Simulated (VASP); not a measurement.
## Ta2C: single point with r2SCAN

Ta2C:

```
Ta C
1.0
     2.86135    0.00000    0.00000
    -1.43068    2.47800    0.00000
     0.00000    0.00000    4.54692
Ta C
2 1
Cartesian
  0.0000 1.6520 1.1529
  1.4307 0.8260 3.3940
  0.0000 0.0000 0.0000
```

This cell differs from its parent crystal: strain -0.080 along x and y, -0.080 along z.

```yaml
Program: VASP 6.6.1
Task: single point
Functional: r2SCAN
Potentials_or_basis: VASP PAW PBE potentials, release 64 (Ta_pv, C)
Cutoff: 520 eV
k_mesh: 18 × 18 × 10
Occupations: gaussian, width 0.15 eV
Spin: no spin polarisation
```

| Quantity | Value |
| --- | --- |
| Pressure | 121.0 GPa |
| Largest force | 3.143 eV/Å |
| Band gap on the k mesh | zero (bands 13 and 14 overlap by 1.10 eV) |

Forces in eV/Å, atoms in the order of the input:
```
Ta   0.000  0.000  3.143
Ta   0.000  0.000 -3.143
C    0.000  0.000  0.000
```

Stress tensor (GPa, compression positive):
```
119.70   0.00   0.00
  0.00 119.70   0.00
  0.00   0.00 123.59
```

Levels at points of the mesh, in eV from the Fermi level:
```
           k point  band 9  band 10  band 11  band 12  band 13  band 14  band 15  band 16  band 17  band 18
(0.00, 0.00, 0.00)   -4.82    -4.82    -2.58    -0.13     0.62     0.62     1.49     1.49     3.17     3.17
(0.50, 0.00, 0.00)   -5.31    -5.26    -5.25    -2.02     0.12     4.64     4.86     6.55     7.33     7.50
(0.00, 0.00, 0.50)   -5.19    -5.19    -2.50    -1.68    -0.48    -0.48     4.12     4.12     4.99     4.99
(0.50, 0.00, 0.50)   -6.05    -4.51    -3.45    -0.90    -0.59     1.92     2.00     6.20     6.90     7.01
```

Wall time 4.2 min on 1 thread of Intel(R) Xeon(R) 6975P-C (Granite Rapids), on a shared host, peak memory 0.31 GiB.

Caveat: the cell differs from its parent crystal (strain -0.080 along x and y, -0.080 along z); the cell stands under pressure; the PAW data sets were made with another functional, which shifts forces and pressure a little; spin-orbit coupling is left out, which moves the levels of the heavy elements.
